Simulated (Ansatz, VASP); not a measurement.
## One calculation of Ta, two programs

```xyz
1
Lattice="-1.6513 1.6513 1.6513 1.6513 -1.6513 1.6513 1.6513 1.6513 -1.6513" Properties=species:S:1:pos:R:3 pbc="T T T"
Ta    0.0000    0.0000    0.0000
```

Alike in both runs: task single point; functional HSE06; k mesh 5 × 5 × 5; occupations fermi-dirac, width 0.05 eV; non-collinear spin, spin-orbit coupling.

```csv
,VASP,Ansatz
version,VASP 6.6.1,Ansatz 0.2.0
potentials or method,"VASP PAW PBE potentials, release 64 (Ta_pv)",Ansatz PAW
plane-wave cutoff (eV),520,420
valence electrons in the cell,11,13
```

Ansatz gave:

```
pressure (GPa)           : 3.5
net moment per atom (μB) : 0.00
```

Task: Estimate VASP's values.

Result: Pressure (GPa): 2.5; net moment per atom (μB): 0.00.

With one functional, cell and mesh, what is left measures potentials, basis and numerics. VASP's potentials hold 11 valence electrons a cell and Ansatz's 13, so a difference there can come from the potentials and not from the codes.

The k mesh is coarse, so the values compare programs but aren't converged.
